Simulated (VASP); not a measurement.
HfO2:

```
CELL_PARAMETERS angstrom
0.00000 2.59116 2.59116
2.59116 0.00000 2.59116
2.59116 2.59116 0.00000
ATOMIC_POSITIONS crystal
Hf 0.00000 0.00000 0.00000
O 0.75000 0.75000 0.75000
O 0.25000 0.25000 0.25000
```

This cell differs from its parent crystal: volume scaled by 1.04.

Base run:

- Program: VASP 6.6.1
- Functional: PBEsol
- Potentials or basis: VASP PAW PBE potentials, release 64 (Hf_pv, O)
- Cutoff: 520 eV
- k mesh: 9 × 9 × 9
- Occupations: fermi-dirac, width 0.05 eV
- Spin: no spin polarisation

Its results: band gap on the k mesh 3.60 eV, indirect (least direct gap 3.72 eV); pressure -21.2 GPa.

Problem. The run is repeated on the same cell with these changes: functional from PBEsol to r2SCAN. What comes out?

Solution. Band gap on the k mesh 4.20 eV, indirect (least direct gap 4.30 eV); pressure -20.2 GPa.

r2SCAN gives the wider gap, since meta-GGAs in the generalised Kohn-Sham scheme recover part of the derivative discontinuity.

Caveats: the PAW data sets were made with another functional, which shifts forces and pressure a little; spin-orbit coupling is left out, which moves the levels of the heavy elements.

A k mesh can miss the band edges.
